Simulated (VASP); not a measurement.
# Sb (P6_3/mmc) in VASP: a series of runs, part 3 of 3

VASP 6.6.1. The steps go on from the part before.

### Step 5. Electric field gradients, LDA (equal xx and yy strain of -1 %)

File INCAR:

```
SYSTEM = Sb
PREC = Accurate ; ENCUT = 520
EDIFF = 1E-8 ; ISMEAR = -1
SIGMA = 0.03 ; LREAL = .FALSE.
LASPH = .TRUE. ; NELM = 60
ALGO = Normal ; ISIF = 2
LWAVE = .FALSE. ; LCHARG = .FALSE.
LEFG = .TRUE. ; NBANDS = 12
```

File KPOINTS:

```
regular mesh
0
G
  12 12 7
  0 0 0
```

File POSCAR:

```
Sb
1.0
    3.3353101777      0.0000000000      0.0000000000
   -1.6676550889      2.8884633434      0.0000000000
    0.0000000000      0.0000000000      5.3300000000
Sb
2
Direct
    0.3333333333      0.6666666667      0.2500000000
    0.6666666667      0.3333333333      0.7500000000
```

Potentials or basis: VASP PAW LDA potentials, release 64 (Sb).

Command:

```bash
> cat potpaw_LDA.64/Sb/POTCAR > POTCAR
> mpirun -np 1 vasp_std > vasp.out
```

OUTCAR:

```text
SYSTEM = Sb
   PREC = Accurate
   ENCUT = 520
   EDIFF = 1E-8
   ISMEAR = -1
   LREAL = .FALSE.
   LASPH = .TRUE.
   NELM = 60
   ISIF = 2

 ion  position               nearest neighbor table
   1  0.333  0.667  0.250-   2 3.29   2 3.29   2 3.29   2 3.29   2 3.29   2 3.29
   2  0.667  0.333  0.750-   1 3.29   1 3.29   1 3.29   1 3.29   1 3.29   1 3.29

  LATTYP: Found a hexagonal cell.
 ALAT       =     3.3353101777
 C/A-ratio  =     1.5980522698

  Lattice vectors:

 A1 = (   3.3353101777,   0.0000000000,   0.0000000000)
 A2 = (  -1.6676550889,   2.8884633434,   0.0000000000)
 A3 = (   0.0000000000,   0.0000000000,   5.3300000000)

Analysis of symmetry for initial positions (statically):
=====================================================================
 Subroutine PRICEL returns:
 Original cell was already a primitive cell.

 Routine SETGRP: Setting up the symmetry group for a
 hexagonal supercell.

 Subroutine GETGRP returns: Found 24 space group operations
 (whereof 12 operations were pure point group operations)
 out of a pool of 24 trial point group operations.

The static configuration has the point symmetry D_3d.
 The point group associated with its full space group is D_6h.

Analysis of symmetry for dynamics (positions and initial velocities):
=====================================================================
 Subroutine PRICEL returns:
 Original cell was already a primitive cell.

 Routine SETGRP: Setting up the symmetry group for a
 hexagonal supercell.

 Subroutine GETGRP returns: Found 24 space group operations
 (whereof 12 operations were pure point group operations)
 out of a pool of 24 trial point group operations.

The dynamic configuration has the point symmetry D_3d.
 The point group associated with its full space group is D_6h.

 Subroutine INISYM returns: Found 24 space group operations
 (whereof 12 operations are pure point group operations),
 and found     1 'primitive' translations

----------------------------------------------------------------------------------------

                                     Primitive cell

  volume of cell :      51.3488

  direct lattice vectors                    reciprocal lattice vectors
     3.335310178  0.000000000  0.000000000     0.299822189  0.173102422  0.000000000
    -1.667655089  2.888463343  0.000000000     0.000000000  0.346204844  0.000000000
     0.000000000  0.000000000  5.330000000     0.000000000  0.000000000  0.187617261

  length of vectors
     3.335310178  3.335310178  5.330000000     0.346204844  0.346204844  0.187617261

  position of ions in fractional coordinates (direct lattice)
     0.333333333  0.666666667  0.250000000
     0.666666667  0.333333333  0.750000000

  ion indices of the primitive-cell ions
   primitive index   ion index
                 1           1
                 2           2

----------------------------------------------------------------------------------------

 KPOINTS: regular mesh

Automatic generation of k-mesh.
 Grid dimensions read from file:
 generate k-points for:   12   12    7

 Generating k-lattice:

[... 76 lines left out ...]
   ISMEAR =    -1;   SIGMA  =   0.03  broadening in eV -4-tet -1-fermi 0-gaus
   EFERMI_NEDOS =   21; number of points for ismear=-14 and -15
   IALGO  =     38    algorithm
   IMIX   =      4    mixing-type and parameters
     AMIX     =   0.40;   BMIX     =  1.00
     AMIX_MAG =   1.60;   BMIX_MAG =  1.00
  volume/ion in A,a.u.               =      25.67       173.26
  Fermi-wavevector in a.u.,A,eV,Ry     =   0.948924  1.793206 12.251456  0.900457
  Thomas-Fermi vector in A             =   2.077158
   LORBIT       =      0    0 simple, 1 ext, 2 COOP (PROOUT), +10 PAW based schemes
   GGA     = CA    functional components
   LHFCALC =     F    Hartree Fock is set to
   AEXX    =    0.0000 exact exchange contribution
   IVDW    =     0    specifies the selected vdW correction
   LEPSILON=     F    determine dielectric tensor
   LRPA    =     F    only Hartree local field effects (RPA)
 non-spin polarized calculation
  energy-cutoff  :      520.00
  volume of cell :       51.35
 maximum number of plane-waves:      1406
 NGX is ok and might be reduce to    28

 number of electron      10.0000000 magnetization

 Free energy of the ion-electron system (eV)
  ---------------------------------------------------
  ext. energy  EPLUGINS =         0.00000000
  ---------------------------------------------------
  free energy    TOTEN  =        -9.14777557 eV

  energy without entropy =       -9.14353452  energy(sigma->0) =       -9.14565505

 E-fermi :   9.0708     XC(G=0): -10.5761

 val. band max:        9.0651150241   @ k =   0.2500   0.0000   0.4286
 cond. band min:       9.1176211318   @ k =   0.2500   0.0833   0.4286
 fundamental gap:      0.0525061077
 Fermi energy:         9.0707659181

 k-point     1 :       0.0000    0.0000    0.0000
  band No.  band energies     occupation
      1      -4.2746      2.00000
      2      -0.0599      2.00000
      3       2.9861      2.00000
      4      12.5295      0.00000
      5      12.5295      0.00000
      6      14.3166      0.00000
      7      14.3166      0.00000
      8      15.0504      0.00000
      9      16.6573      0.00000
     10      17.9451      0.00000
     11      18.9111      0.00000
     12      18.9111      0.00000
[... 331 lines left out ...]
 k-point    24 :       0.3333    0.0000    0.1429
  band No.  band energies     occupation
      1      -2.2078      2.00000
      2       0.9618      2.00000
      3       4.7984      2.00000
      4       6.1500      2.00000
      5       8.0451      2.00000
      6       9.8769      0.00000
      7      11.6239      0.00000
      8      13.0077      0.00000
      9      14.0836      0.00000
     10      16.3285      0.00000
     11      17.9413      0.00000
     12      18.8324      0.00000

 [... further k-points ...]
[... 5 lines left out ...]
  --------------------------------------------------------------------------------------
  -------------------------------------------------------------------------------------
  Total        0.2104675      0.2104675     -0.2699560     -0.0000000      0.0000000      0.0000000
  in kB        6.5669730      6.5669730     -8.4231254     -0.0000000      0.0000000      0.0000000
  external PRESSURE =       1.5702735 kB  Pullay stress =       0.0000000 kB

 VOLUME and BASIS-vectors are now :
 -----------------------------------------------------------------------------
  energy-cutoff  :      520.00
  volume of cell :       51.35
      direct lattice vectors                 reciprocal lattice vectors
     3.335310178  0.000000000  0.000000000     0.299822189  0.173102422  0.000000000
    -1.667655089  2.888463343  0.000000000     0.000000000  0.346204844  0.000000000
     0.000000000  0.000000000  5.330000000     0.000000000  0.000000000  0.187617261

 POSITION                                       TOTAL-FORCE (eV/Angst)
 -----------------------------------------------------------------------------------
     -0.00000      1.92564      1.33250        -0.000000      0.000000      0.000000
      1.66766      0.96282      3.99750         0.000000     -0.000000      0.000000
 -----------------------------------------------------------------------------------
    total drift:                               -0.000000      0.000000     -0.000000

  FREE ENERGIE OF THE ION-ELECTRON SYSTEM (eV)
  ---------------------------------------------------
  free  energy   TOTEN  =        -9.1477755728 eV

  energy  without entropy=       -9.1435345201  energy(sigma->0) =       -9.14565505

 Electric field gradients (V/A^2)
---------------------------------------------------------------------
 ion       V_xx      V_yy      V_zz      V_xy      V_xz      V_yz
---------------------------------------------------------------------
   1     -12.356   -12.356    24.712    -0.000     0.000    -0.000
   2     -12.356   -12.356    24.712    -0.000    -0.000     0.000
---------------------------------------------------------------------

 Electric field gradients after diagonalization (V/A^2)
 (convention: |V_zz| > |V_xx| > |V_yy|)
----------------------------------------------------------------------
 ion       V_xx      V_yy      V_zz     asymmetry (V_yy - V_xx)/ V_zz
----------------------------------------------------------------------
   1     -12.356   -12.356    24.712       0.000
   2     -12.356   -12.356    24.712       0.000
----------------------------------------------------------------------

           NMR quadrupolar parameters

 Cq : quadrupolar parameter    Cq=e*Q*V_zz/h
 eta: asymmetry parameters     (V_yy - V_xx)/ V_zz
 Q  : nuclear electric quadrupole moment in mb (millibarn)
----------------------------------------------------------------------
 ion       Cq(MHz)       eta       Q (mb)
----------------------------------------------------------------------
   1       0.060       0.000       1.000
   2       0.060       0.000       1.000
----------------------------------------------------------------------
```

stdout:

```text
POSCAR found type information on POSCAR Sb
 POSCAR found :  1 types and       2 ions
 scaLAPACK will be used
 LDA part: xc-table for (Slater(with rela. corr.)+CA(PZ))
 , standard interpolation
 POSCAR, INCAR and KPOINTS ok, starting setup
 FFT: planning ... GRIDC
 FFT: planning ... GRID_SOFT
 FFT: planning ... GRID
 WAVECAR not read
 entering main loop
ion   1

ion   2
```

It took 20 s on 1 thread of Intel Xeon Platinum 8559C (Emerald Rapids), shared host; peak memory 0.17 GiB.

Results:

| Property | Result |
| --- | --- |
| Free energy | -9.1478 eV |
| Pressure | 0.2 GPa |
| Band gap on the k mesh | zero (band 5 reaches 13.21 eV, above the bottom of band 6 at 6.04 eV) |

Stress tensor (GPa, compression positive):
```
 0.66  0.00  0.00
 0.00  0.66  0.00
 0.00  0.00 -0.84
```

Electric field gradients, principal values (V/Å²):
| atom | least | middle | greatest (by size) |
| --- | --- | --- | --- |
| 1 Sb | -12.356 | -12.356 | 24.712 |
| 2 Sb | -12.356 | -12.356 | 24.712 |

Caveat: the cell differs from its parent crystal (equal xx and yy strain of -1 %); without QUAD_EFG the Cq values of the log hold for a quadrupole moment of 1 mb, not for the nuclei; spin-orbit coupling is left out, which moves the levels of the heavy elements.

### Step 6. Electric field gradients, LDA (volume scaled by 0.94)

File INCAR:

```
SYSTEM = Sb
PREC = Accurate
ENCUT = 520
EDIFF = 1E-8
ISMEAR = -1
SIGMA = 0.03
LREAL = .False.
LASPH = .True.
NELM = 100
ALGO = Normal
ISIF = 2
LWAVE = .False.
LCHARG = .False.
LEFG = .True.
NBANDS = 12
```

File KPOINTS:

```
regular mesh
0
Gamma
  12 12 7
  0 0 0
```

File POSCAR:

```
Sb
1.0
    3.3002257761      0.0000000000      0.0000000000
   -1.6501128881      2.8580793603      0.0000000000
    0.0000000000      0.0000000000      5.2211939594
Sb
2
Direct
    0.3333333333      0.6666666667      0.2500000000
    0.6666666667      0.3333333333      0.7500000000
```

Potentials or basis: VASP PAW LDA potentials, release 64 (Sb).

Command:

```bash
> cat potpaw_LDA.64/Sb/POTCAR > POTCAR
> mpirun -np 1 vasp_std > vasp.out
```

OUTCAR:

```text
SYSTEM = Sb
   PREC = Accurate
   ENCUT = 520
   EDIFF = 1E-8
   ISMEAR = -1
   LREAL = .False.
   LASPH = .True.
   NELM = 100
   ISIF = 2

 ion  position               nearest neighbor table
   1  0.333  0.667  0.250-   2 3.23   2 3.23   2 3.23   2 3.23   2 3.23   2 3.23
   2  0.667  0.333  0.750-   1 3.23   1 3.23   1 3.23   1 3.23   1 3.23   1 3.23

  LATTYP: Found a hexagonal cell.
 ALAT       =     3.3002257761
 C/A-ratio  =     1.5820717471

  Lattice vectors:

 A1 = (   3.3002257761,   0.0000000000,   0.0000000000)
 A2 = (  -1.6501128881,   2.8580793603,   0.0000000000)
 A3 = (   0.0000000000,   0.0000000000,   5.2211939594)
[... 574 lines left out ...]
  free  energy   TOTEN  =        -9.1279450793 eV

  energy  without entropy=       -9.1240469372  energy(sigma->0) =       -9.12599601

 Electric field gradients (V/A^2)
---------------------------------------------------------------------
 ion       V_xx      V_yy      V_zz      V_xy      V_xz      V_yz
---------------------------------------------------------------------
   1      -9.855    -9.855    19.709    -0.000     0.000    -0.000
   2      -9.855    -9.855    19.709    -0.000    -0.000     0.000
---------------------------------------------------------------------

 Electric field gradients after diagonalization (V/A^2)
 (convention: |V_zz| > |V_xx| > |V_yy|)
----------------------------------------------------------------------
 ion       V_xx      V_yy      V_zz     asymmetry (V_yy - V_xx)/ V_zz
----------------------------------------------------------------------
   1      -9.855    -9.854    19.709       0.000
   2      -9.855    -9.854    19.709       0.000
----------------------------------------------------------------------

           NMR quadrupolar parameters

 Cq : quadrupolar parameter    Cq=e*Q*V_zz/h
 eta: asymmetry parameters     (V_yy - V_xx)/ V_zz
 Q  : nuclear electric quadrupole moment in mb (millibarn)
----------------------------------------------------------------------
 ion       Cq(MHz)       eta       Q (mb)
----------------------------------------------------------------------
   1       0.048       0.000       1.000
   2       0.048       0.000       1.000
----------------------------------------------------------------------
```

OSZICAR:

```text
N       E                     dE             d eps       ncg     rms          rms(c)
DAV:   1     0.366795740250E+02    0.36680E+02   -0.36090E+03  1824   0.669E+02
DAV:   2    -0.725880770972E+01   -0.43938E+02   -0.42576E+02  2568   0.112E+02
DAV:   3    -0.912680514573E+01   -0.18680E+01   -0.18340E+01  2300   0.262E+01
DAV:   4    -0.914171214735E+01   -0.14907E-01   -0.14903E-01  2084   0.284E+00
DAV:   5    -0.914187495394E+01   -0.16281E-03   -0.16281E-03  2184   0.323E-01    0.299E+00
DAV:   6    -0.913301537788E+01    0.88596E-02   -0.22466E-03  2076   0.214E-01    0.173E+00
DAV:   7    -0.912796448823E+01    0.50509E-02   -0.43271E-03  1976   0.296E-01    0.258E-02
DAV:   8    -0.912794636743E+01    0.18121E-04   -0.57387E-05  2168   0.534E-02    0.158E-02
DAV:   9    -0.912794535728E+01    0.10101E-05   -0.14450E-06  2052   0.867E-03    0.442E-03
DAV:  10    -0.912794509831E+01    0.25897E-06   -0.24482E-07  2068   0.258E-03    0.284E-03
DAV:  11    -0.912794507933E+01    0.18982E-07   -0.81915E-09  1536   0.622E-04    0.743E-05
DAV:  12    -0.912794507926E+01    0.67018E-10   -0.10209E-09  1132   0.238E-04
   1 F= -.91279451E+01 E0= -.91259960E+01  d E =-.389814E-02
```

It took 27 s on 1 thread of Intel Xeon 6975P-C, shared host; peak memory 0.18 GiB.

Results:

```
Free energy            : -9.1279 eV
Pressure               : 3.5 GPa
Band gap on the k mesh : zero (band 5 reaches 13.93 eV, above the bottom of band 6 at 6.48 eV)
```

Levels at points of the mesh, in eV from the Fermi level:
```csv
k point,band 3,band 4,band 5,band 6,band 7,band 8
"(0.00, 0.00, 0.00)",-6.35,3.51,3.51,5.43,5.43,6.48
"(0.50, 0.00, 0.00)",-4.36,-3.07,-2.60,-0.29,0.06,4.01
```

Electric field gradients, principal values (V/Å²):
| atom | least | middle | greatest (by size) |
| --- | --- | --- | --- |
| 1 Sb | -9.854 | -9.855 | 19.709 |
| 2 Sb | -9.854 | -9.855 | 19.709 |

Caveat: without QUAD_EFG the Cq values of the log hold for a quadrupole moment of 1 mb, not for the nuclei; spin-orbit coupling is left out, which moves the levels of the heavy elements.

### Step 7. Summary

| task | cell | k mesh for the DOS | occupations for the DOS | gap on the mesh (eV) | pressure (GPa) |
| --- | --- | --- | --- | --- | --- |
| density of states | a = 3.369, b = 3.369, c = 5.330 Å, angles 90.0, 90.0, 120.0°, 2 atoms | 18 × 18 × 11 | tetrahedron | - | - |
| electric field gradients | a = 3.302, b = 3.302, c = 5.330 Å, angles 90.0, 90.0, 120.0°, 2 atoms | - | - | none | 1.6 |
| electric field gradients | a = 3.335, b = 3.335, c = 5.330 Å, angles 90.0, 90.0, 120.0°, 2 atoms | - | - | none | 0.2 |
| electric field gradients | a = 3.300, b = 3.300, c = 5.221 Å, angles 90.0, 90.0, 120.0°, 2 atoms | - | - | none | 3.5 |

Alike in all rows: level LDA; potentials or basis VASP PAW LDA potentials, release 64 (Sb); no spin polarisation; k mesh 12 × 12 × 7; cutoff (eV) 520; smearing fermi-dirac 0.03 eV.

Caveats: spin-orbit coupling is left out, which moves the levels of the heavy elements.

Total energies depend on the potentials used, so only differences within one code and one set of settings carry meaning.
